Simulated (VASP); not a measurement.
Write the native input for VASP 6.6.1 that does the following.

```yaml
Task: single point
Functional: PBE
Potentials_or_basis: VASP PAW PBE potentials, release 64 (P, C)
Cutoff: 520 eV
k_mesh: 4 × 4 × 4
Occupations: gaussian, width 0.1 eV
Spin: no spin polarisation
Dipole_correction: no
Further_INCAR_settings: ALGO = Normal; EDIFF = 1e-06; NBANDS = 27
```

The structure of PC3 lies in POSCAR:

```
PC3
1.0
    4.5576712800      0.0000000000      0.0000000000
    0.0000000000      4.5576712800      0.0000000000
    0.0000000000      0.0000000000      4.5576712800
P C
2 6
Direct
    0.0000000000      0.0000000000      0.0000000000
    0.5000000000      0.5000000000      0.5000000000
    0.2500000000      0.0000000000      0.5000000000
    0.5000000000      0.7500000000      0.0000000000
    0.7500000000      0.0000000000      0.5000000000
    0.5000000000      0.2500000000      0.0000000000
    0.0000000000      0.5000000000      0.7500000000
    0.0000000000      0.5000000000      0.2500000000
```

These files were run (other wordings do the same):

INCAR

```
PREC = Accurate ; ENCUT = 520
EDIFF = 1E-6 ; ISMEAR = 0
SIGMA = 0.1 ; LREAL = F
LASPH = T ; NELM = 60
ALGO = Normal ; ISIF = 2
LWAVE = F ; LCHARG = F
GGA = PE ; NBANDS = 27
```

KPOINTS

```
regular mesh
0
Gamma
  4 4 4
```

Potentials or basis: VASP PAW PBE potentials, release 64 (P, C).

The run is started by

```bash
$ cat potpaw_PBE.64/P/POTCAR potpaw_PBE.64/C/POTCAR > POTCAR
$ mpirun -np 1 vasp_std > vasp.out
```

It gave:

- Pressure: -24.0 GPa
- Band gap on the k mesh: zero (band 17 reaches 5.89 eV, above the bottom of band 18 at 4.15 eV)

Run time: 20 s on 1 thread of Intel Xeon 6975P-C (shared host), peak memory 0.2 GiB.
